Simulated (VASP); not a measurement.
Set up this calculation in VASP 6.6.1, as the native input.

```yaml
Task: single point
Functional: PBEsol
Potentials_or_basis: VASP PAW PBE potentials, release 64 (Ti_sv)
Cutoff: 520 eV
k_mesh: 20 × 20 × 20
Occupations: gaussian, width 0.15 eV
Spin: no spin polarisation
Dipole_correction: no
Further_INCAR_settings: ALGO = Normal; EDIFF = 1e-06; NBANDS = 12
```

The structure of Ti lies in POSCAR:

```
Ti
1.0
   -1.5097200000      1.5097200000      1.7722800000
    1.5097200000     -1.5097200000      1.7722800000
    1.5097200000      1.5097200000     -1.7722800000
Ti
1
Direct
    0.0000000000      0.0000000000      0.0000000000
```

This cell differs from its parent crystal: strain -0.080 along x and y, +0.080 along z.

One way to write it, as run:

INCAR

```
ALGO = Normal ; EDIFF = 1E-6
ENCUT = 520 ; GGA = PS
ISIF = 2 ; ISMEAR = 0
LASPH = T ; LCHARG = F
LREAL = F ; LWAVE = F
NBANDS = 12 ; NELM = 60
PREC = Accurate ; SIGMA = 0.15
```

KPOINTS

```
k-points
0
Gamma
  20 20 20
```

Potentials or basis: VASP PAW PBE potentials, release 64 (Ti_sv).

Run with:

```console
$ cat potpaw_PBE.64/Ti_sv/POTCAR > POTCAR
$ mpirun -np 1 vasp_std > vasp.out
```

Results of the run:

| Quantity | Value |
| --- | --- |
| Pressure | 3.2 GPa |
| Band gap on the k mesh | zero (bands 6 and 7 overlap by 1.52 eV) |

Caveat: the cell differs from its parent crystal (strain -0.080 along x and y, +0.080 along z); the cell stands under pressure; the PAW data sets were made with another functional, which shifts forces and pressure a little.

Run time: 2.7 min on 1 thread of Intel Xeon 8259CL, with other jobs on the host, peak memory 0.24 GiB.
